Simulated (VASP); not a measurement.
# Mg (P6/mmm) in VASP: settings compared

Mg is run at these levels: PBE, LDA; tasks: single point.

Everything below comes from runs of VASP 6.6.1. Logs are shortened: lines on timing, memory, paths and dates and some standing lists are left out, and cuts for length are marked.

## 1. The cell of the first run

The structure is hexagonal, space group P6/mmm (No. 191). Conventional cell: a = 3.050 Å, b = 3.050 Å, c = 3.045 Å, α = 90.00°, β = 90.00°, γ = 120.00°. Within 4.0 Å of Mg (site symmetry 6/mmm) lie 8 Mg at 3.04 to 3.05 Å.

## 2. Single point, PBE

File INCAR:

```
PREC = Accurate
ENCUT = 520
EDIFF = 1E-6
ISMEAR = 0
SIGMA = 0.045
LREAL = F
LASPH = T
NELM = 100
ALGO = Normal
ISIF = 2
LWAVE = F
LCHARG = F
GGA = PE
NBANDS = 7
```

File KPOINTS:

```
Automatic mesh
0
Gamma
  9 9 8
```

File POSCAR:

```
Mg
1.0
    3.0502998005      0.0000000000      0.0000000000
   -1.5251499003      2.6416371164      0.0000000000
    0.0000000000      0.0000000000      3.0448375700
Mg
1
Direct
    0.0000000000      0.0000000000      0.0164212372
```

Potentials or basis: VASP PAW PBE potentials, release 64 (Mg).

On the command line:

```sh
cat potpaw_PBE.64/Mg/POTCAR > POTCAR
mpirun -np 1 vasp_std > vasp.out
```

OUTCAR:

```text
PREC = Accurate
   ENCUT = 520
   EDIFF = 1E-6
   ISMEAR = 0
   LREAL = F
   LASPH = T
   NELM = 100
   ISIF = 2
   GGA = PE

 ion  position               nearest neighbor table
   1  0.000  0.000  0.016-

  LATTYP: Found a hexagonal cell.
 ALAT       =     3.0502998005
 C/A-ratio  =     0.9982092808

  Lattice vectors:

 A1 = (   3.0502998005,   0.0000000000,   0.0000000000)
 A2 = (  -1.5251499003,   2.6416371164,   0.0000000000)
 A3 = (   0.0000000000,   0.0000000000,   3.0448375700)

Analysis of symmetry for initial positions (statically):
=====================================================================
 Subroutine PRICEL returns:
 Original cell was already a primitive cell.

 Routine SETGRP: Setting up the symmetry group for a
 hexagonal supercell.

 Subroutine GETGRP returns: Found 24 space group operations
 (whereof 12 operations were pure point group operations)
 out of a pool of 24 trial point group operations.

The static configuration has the point symmetry C_6v.
 The point group associated with its full space group is D_6h.

Analysis of symmetry for dynamics (positions and initial velocities):
=====================================================================
 Subroutine PRICEL returns:
 Original cell was already a primitive cell.

 Routine SETGRP: Setting up the symmetry group for a
 hexagonal supercell.

 Subroutine GETGRP returns: Found 24 space group operations
 (whereof 12 operations were pure point group operations)
 out of a pool of 24 trial point group operations.

The dynamic configuration has the point symmetry C_6v.
 The point group associated with its full space group is D_6h.

 Subroutine INISYM returns: Found 24 space group operations
 (whereof 12 operations are pure point group operations),
 and found     1 'primitive' translations

----------------------------------------------------------------------------------------

                                     Primitive cell

  volume of cell :      24.5346

  direct lattice vectors                    reciprocal lattice vectors
     3.050299800  0.000000000  0.000000000     0.327836628  0.189276565  0.000000000
    -1.525149900  2.641637116  0.000000000     0.000000000  0.378553130  0.000000000
     0.000000000  0.000000000  3.044837570     0.000000000  0.000000000  0.328424744

  length of vectors
     3.050299800  3.050299801  3.044837570     0.378553130  0.378553130  0.328424744

  position of ions in fractional coordinates (direct lattice)
     0.000000000  0.000000000  0.016421237

  ion indices of the primitive-cell ions
   primitive index   ion index
                 1           1

----------------------------------------------------------------------------------------

 KPOINTS: Automatic mesh

Automatic generation of k-mesh.
 Grid dimensions read from file:
 generate k-points for:    9    9    8

 Generating k-lattice:

  Cartesian coordinates                     Fractional coordinates (reciprocal lattice)
     0.036426292  0.021030729  0.000000000     0.111111111  0.000000000  0.000000000
     0.000000000  0.042061459  0.000000000     0.000000000  0.111111111  0.000000000
     0.000000000  0.000000000  0.041053093     0.000000000  0.000000000  0.125000000

  Length of vectors
     0.042061459  0.042061459  0.041053093

  Shift w.r.t. Gamma in fractional coordinates (k-lattice)
     0.000000000  0.000000000  0.000000000

 Subroutine IBZKPT returns following result:
 ===========================================

 Found     60 irreducible k-points:

 Following reciprocal coordinates:
            Coordinates               Weight
  0.000000  0.000000  0.000000      1.000000
  0.111111  0.000000  0.000000      6.000000
  0.222222  0.000000  0.000000      6.000000
  0.333333  0.000000  0.000000      6.000000
  0.444444  0.000000  0.000000      6.000000
  0.111111  0.111111  0.000000      6.000000
[... 16 lines left out ...]
  0.333333  0.222222  0.125000     24.000000
  0.333333  0.333333  0.125000      4.000000
 [... further k-points ...]
   k-points           NKPTS =     60   k-points in BZ     NKDIM =     60   number of bands    NBANDS=      7
   number of dos      NEDOS =    301   number of ions     NIONS =      1
   total plane-waves  NPLWV =  13824
   dimension x,y,z NGX =    24 NGY =   24 NGZ =   24
   dimension x,y,z NGXF=    48 NGYF=   48 NGZF=   48
   ions per type =               1
   NGX,Y,Z   is equivalent  to a cutoff of  13.08, 13.08, 13.10 a.u.
   NGXF,Y,Z  is equivalent  to a cutoff of  26.16, 26.16, 26.21 a.u.
 SYSTEM =  unknown system
   PREC   = accura    normal or accurate (medium, high low for compatibility)
   ISTART =      0    job   : 0-new  1-cont  2-samecut
   ICHARG =      2    charge: 1-file 2-atom 10-const
   ISPIN  =      1    spin polarized calculation?
   LNONCOLLINEAR =      F non collinear calculations
   LSORBIT =      F    spin-orbit coupling
   LASPH  =      T    aspherical Exc in radial PAW
   ENCUT  =  520.0 eV  38.22 Ry    6.18 a.u.   5.67  5.67  5.66*2*pi/ulx,y,z
   NELM   =    100;   NELMIN=  2; NELMDL= -5     # of ELM steps
   EDIFF  = 0.1E-05   stopping-criterion for ELM
   LREAL  =      F    real-space projection
   EDIFFG = 0.1E-04   stopping-criterion for IOM
   NSW    =      0    number of steps for IOM
   IBRION =     -1    ionic relax: 0-MD 1-quasi-New 2-CG
   NFREE  =      0    steps in history (QN), initial steepest desc. (CG)
   ISIF   =      2    stress and relaxation
   ISYM   =      2    0-nonsym 1-usesym 2-fastsym
   POTIM  = 0.5000    time-step for ionic-motion
   TEBEG  =    0.0;   TEEND  =   0.0 temperature during run
   PSTRESS=    0.0 pullay stress
   NELECT =       2.0000    total number of electrons
   NUPDOWN=      -1.0000    fix difference up-down
   EMIN   =  10.00;   EMAX   =-10.00  energy-range for DOS
   EFERMI =   0.00;   METHOD = LEGACY
   ISMEAR =     0;   SIGMA  =   0.04  broadening in eV -4-tet -1-fermi 0-gaus
   EFERMI_NEDOS =   21; number of points for ismear=-14 and -15
   IALGO  =     38    algorithm
   IMIX   =      4    mixing-type and parameters
     AMIX     =   0.40;   BMIX     =  1.00
     AMIX_MAG =   1.60;   BMIX_MAG =  1.00
  volume/ion in A,a.u.               =      24.53       165.57
  Fermi-wavevector in a.u.,A,eV,Ry     =   0.709836  1.341396  6.855535  0.503868
  Thomas-Fermi vector in A             =   1.796524
   LORBIT       =      0    0 simple, 1 ext, 2 COOP (PROOUT), +10 PAW based schemes
   GGA     = PE    functional components
   LHFCALC =     F    Hartree Fock is set to
   AEXX    =    0.0000 exact exchange contribution
   IVDW    =     0    specifies the selected vdW correction
   LEPSILON=     F    determine dielectric tensor
   LRPA    =     F    only Hartree local field effects (RPA)
 non-spin polarized calculation
 Gauss-broadening in eV      SIGMA  =   0.04
  energy-cutoff  :      520.00
  volume of cell :       24.53
 maximum number of plane-waves:       672
 NGX is ok and might be reduce to    24
   NGX = 11   NGY = 11   NGZ = 11

 number of electron       2.0000000 magnetization

 Free energy of the ion-electron system (eV)
  ---------------------------------------------------
  ext. energy  EPLUGINS =         0.00000000
  ---------------------------------------------------
  free energy    TOTEN  =        -1.27584894 eV

  energy without entropy =       -1.27486226  energy(sigma->0) =       -1.27535560

 E-fermi :   2.3369     XC(G=0):  -8.2656

 val. band max:        2.3331788091   @ k =   0.3333   0.3333   0.0000
 cond. band min:       2.3430815570   @ k =   0.2222   0.2222   0.5000
 fundamental gap:      0.0099027480
 Fermi energy:         2.3368842874

 k-point     1 :       0.0000    0.0000    0.0000
  band No.  band energies     occupation
      1      -4.3796      2.00000
      2      10.2690      0.00000
      3      11.0050      0.00000
      4      14.8254      0.00000
      5      14.8254      0.00000
      6      15.9243      0.00000
      7      15.9243      0.00000

 k-point     2 :       0.1111    0.0000    0.0000
  band No.  band energies     occupation
      1      -4.1129      2.00000
      2      10.1473      0.00000
      3      11.2268      0.00000
      4      12.0232      0.00000
      5      13.5253      0.00000
      6      15.5155      0.00000
      7      17.6771      0.00000

 k-point     3 :       0.2222    0.0000    0.0000
  band No.  band energies     occupation
      1      -3.3173      2.00000
      2       7.8972      0.00000
      3      10.9040      0.00000
      4      11.8933      0.00000
      5      12.2368      0.00000
      6      14.8805      0.00000
      7      20.3095      0.00000

 k-point     4 :       0.3333    0.0000    0.0000
  band No.  band energies     occupation
      1      -2.0061      2.00000
      2       4.8274      0.00000
      3      10.7334      0.00000
      4      11.3691      0.00000
      5      13.0053      0.00000
      6      15.2577      0.00000
      7      19.1380      0.00000

 k-point     5 :       0.4444    0.0000    0.0000
  band No.  band energies     occupation
      1      -0.2073      2.00000
      2       2.1165      2.00000
      3      10.5416      0.00000
      4      10.9351      0.00000
      5      14.5330      0.00000
      6      16.5527      0.00000
      7      16.7244      0.00000
[... 161 lines left out ...]
 k-point    22 :       0.2222    0.2222    0.1250
  band No.  band energies     occupation
      1      -0.9838      2.00000
      2       5.5061      0.00000
      3       6.0611      0.00000
      4      10.7795      0.00000
      5      16.6246      0.00000
      6      16.9477      0.00000
      7      17.8544      0.00000

 k-point    23 :       0.3333    0.2222    0.1250
  band No.  band energies     occupation
      1       0.7895      2.00000
      2       3.0804      0.00000
      3       5.3741      0.00000
      4      12.3582      0.00000
      5      14.4866      0.00000
      6      16.6714      0.00000
      7      18.3110      0.00000

 k-point    24 :       0.3333    0.3333    0.1250
  band No.  band energies     occupation
      1       2.5621      0.00000
      2       2.5621      0.00000
      3       3.4330      0.00000
      4      14.0804      0.00000
      5      14.0804      0.00000
      6      14.7772      0.00000
      7      20.3330      0.00000

 [... further k-points ...]
[... 5 lines left out ...]
  --------------------------------------------------------------------------------------
  -------------------------------------------------------------------------------------
  Total        0.2462429      0.2462429      0.0595377     -0.0000000      0.0000000     -0.0000000
  in kB       16.0803121     16.0803121      3.8879678     -0.0000000      0.0000000     -0.0000000
  external PRESSURE =      12.0161973 kB  Pullay stress =       0.0000000 kB

 VOLUME and BASIS-vectors are now :
 -----------------------------------------------------------------------------
  energy-cutoff  :      520.00
  volume of cell :       24.53
      direct lattice vectors                 reciprocal lattice vectors
     3.050299800  0.000000000  0.000000000     0.327836628  0.189276565  0.000000000
    -1.525149900  2.641637116  0.000000000     0.000000000  0.378553130  0.000000000
     0.000000000  0.000000000  3.044837570     0.000000000  0.000000000  0.328424744

 POSITION                                       TOTAL-FORCE (eV/Angst)
 -----------------------------------------------------------------------------------
      0.00000      0.00000      0.05000         0.000000     -0.000000     -0.000000
 -----------------------------------------------------------------------------------
    total drift:                               -0.000000     -0.000000      0.000001

  FREE ENERGIE OF THE ION-ELECTRON SYSTEM (eV)
  ---------------------------------------------------
  free  energy   TOTEN  =        -1.2758489399 eV

  energy  without entropy=       -1.2748622619  energy(sigma->0) =       -1.27535560
```

Wall time 5.3 s (1 thread of AMD EPYC 7R13 (Zen 3), shared host); peak memory 0.11 GiB.

Results:

```
Free energy            : -1.2758 eV
Pressure               : 1.2 GPa
Band gap on the k mesh : zero (band 1 reaches 5.31 eV, above the bottom of band 2 at -0.07 eV)
```

Stress tensor (GPa, compression positive):
```
1.61 0.00 0.00
0.00 1.61 0.00
0.00 0.00 0.39
```

Levels at points of the mesh, in eV from the Fermi level:
```tsv
k point	band 1	band 2	band 3	band 4	band 5	band 6
(0.00, 0.00, 0.00)	-6.72	7.93	8.67	12.49	12.49	13.59
(0.00, 0.00, 0.50)	-3.05	-2.41	14.66	14.66	16.11	16.11
```

## 3. Single point, LDA

File INCAR:

```
ALGO = Normal
EDIFF = 1E-6
ENCUT = 520
ISIF = 2
ISMEAR = 1
LASPH = True
LCHARG = False
LREAL = False
LWAVE = False
NBANDS = 7
NELM = 100
PREC = Accurate
SIGMA = 0.033
```

File KPOINTS:

```
k-points
0
Gamma
  9 9 8
```

POSCAR: that of step 2 with these lines changed.

```diff
@@ -8,2 +8,2 @@
 Direct
-    0.0000000000      0.0000000000      0.0164212372
+    0.0000000000      0.0000000000      0.0000000000
```

Potentials or basis: VASP PAW LDA potentials, release 64 (Mg).

On the command line:

```sh
cat potpaw_LDA.64/Mg/POTCAR > POTCAR
mpirun -np 1 vasp_std > vasp.out
```

Wall time 4.9 s (1 thread of AMD EPYC 7R13 (Zen 3), shared host); peak memory 0.1 GiB.

The run converged. Its results:

| Item | Value |
| --- | --- |
| Free energy | -1.5709 eV |
| Pressure | -0.7 GPa |
| Band gap on the k mesh | zero (band 1 reaches 5.13 eV, above the bottom of band 2 at -0.19 eV) |

Stress tensor (GPa, compression positive):
```
-0.78  0.00  0.00
 0.00 -0.78  0.00
 0.00  0.00 -0.60
```

Levels at points of the mesh, in eV from the Fermi level:
| k point | band 1 | band 2 | band 3 | band 4 |
| --- | --- | --- | --- | --- |
| (0.00, 0.00, 0.00) | -6.69 | 7.93 | 8.60 | 12.46 |
| (0.00, 0.00, 0.50) | -3.07 | -2.35 | 14.56 | 14.56 |
